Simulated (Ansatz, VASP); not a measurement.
## One calculation of HfN, two programs

The input INCAR:

```
PREC     = Accurate       # precision mode
ENCUT    = 520            # plane-wave cutoff, eV
EDIFF    = 1E-7           # SCF threshold, eV
ISMEAR   = 0              # smearing method
SIGMA    = 0.15           # smearing width, eV
LREAL    = F              # projectors in reciprocal space
LASPH    = T              # aspherical terms in the spheres
NELM     = 60             # most SCF steps
ALGO     = Normal         # electronic algorithm
ISIF     = 2              # what is computed and relaxed
LWAVE    = F              # write WAVECAR
LCHARG   = F              # write CHGCAR
GGA      = PS             # functional
NBANDS   = 14             # bands
```

The input KPOINTS:

```
regular mesh
0
Gamma
  16 16 16
```

POSCAR

```
HfN
1.0
    0.0000000000      2.4548220000      2.4548220000
    2.4548220000      0.0000000000      2.4548220000
    2.4548220000      2.4548220000      0.0000000000
Hf N
1 1
Direct
    0.0000000000      0.0000000000      0.0000000000
    0.6970821874      0.7676392709      0.7676392709
```

Input for Ansatz:

```yaml
crystal:
  lattice:
    - [0.0, 2.454822, 2.454822]
    - [2.454822, 0.0, 2.454822]
    - [2.454822, 2.454822, 0.0]
  atoms:
    - { symbol: Hf, position: [0.0, 0.0, 0.0] }
    - { symbol: "N", position: [0.6970821874, 0.7676392709, 0.7676392709] }
basis:
  ecutwfc: 420
kpoints:
  mp_grid: { grid: [16, 16, 16] }
hamiltonian:
  xc: pbesol
scf:
  occupations: { method: gaussian, width: 0.15 }
output:
  forces: true
  stress: true
  eigenvalues: true
```

Change from the starting cell: all N atoms moved +0.150 Å, as atom 2 towards its neighbour atom 1 (Hf) at 2.126 Å.

Alike in both runs: task single point; functional PBEsol; k mesh 16 × 16 × 16; occupations gaussian, width 0.15 eV; no spin polarisation.

|  | VASP | Ansatz |
| --- | --- | --- |
| version | VASP 6.6.1 | Ansatz 0.2.0 |
| potentials or method | VASP PAW PBE potentials, release 64 (Hf_pv, N), cutoff 520 eV | scalar-relativistic, plane waves, PAW |
| valence electrons in the cell | 15 | 31 |

VASP gave:

- gap on the k mesh at the Fermi level (eV): none
- pressure (GPa): -3.2
- traceless stress, the component that is largest in VASP (GPa): -5.98
- rms of the force components (eV/Å): 1.295

What did Ansatz give for the same quantities?

gap on the k mesh at the Fermi level (eV): none; pressure (GPa): -2.4; traceless stress, the component that is largest in VASP (GPa): -5.91; rms of the force components (eV/Å): 1.281.

VASP's potentials were made for PBE, not for PBEsol. Atom by atom the forces differ by 0.015 eV/Å (rms over components). A gap of «none» marks a metal or a gap that the smearing closes. VASP's potentials hold 15 valence electrons a cell and Ansatz's 31, so a difference there can come from the potentials and not from the codes.

Spin-orbit coupling is off throughout.
